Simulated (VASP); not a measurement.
Here is a VASP 6.6.1 calculation.

The input INCAR:

```
SYSTEM = RePb3
PREC = Accurate
ENCUT = 520
EDIFF = 1E-6
ISMEAR = 0
SIGMA = 0.1
LREAL = .FALSE.
LASPH = .TRUE.
NELM = 100
ALGO = Normal
ISIF = 2
LWAVE = .FALSE.
LCHARG = .TRUE.
GGA = PE
LELF = .TRUE.
LVHAR = .TRUE.
NBANDS = 32
```

KPOINTS

```
regular mesh
0
G
  4 4 4
  0 0 0
```

Contents of POSCAR:

```
RePb3
1.0
    4.7099144947      0.0000000000      0.0000000000
    0.0000000000      4.7099144947      0.0000000000
    0.0000000000      0.0000000000      4.7099144947
Re Pb
1 3
Direct
    0.0000000000      0.0000000000      0.0000000000
    0.0000000000      0.5000000000      0.5000000000
    0.5000000000      0.0000000000      0.5000000000
    0.5000000000      0.5000000000      0.0000000000
```

Potentials or basis: VASP PAW PBE potentials, release 64 (Re, Pb_d).

Launch:

```console
$ cat potpaw_PBE.64/Re/POTCAR potpaw_PBE.64/Pb_d/POTCAR > POTCAR
$ mpirun -np 1 vasp_std > vasp.out
```

(1) Estimate the pressure.

(2) Estimate the band gap on the k mesh.

Answers

(1) -2.1 GPa.

(2) zero (an odd number of electrons rules out a gap without spin polarisation).

Caveat: spin-orbit coupling is left out, which moves the levels of the heavy elements.
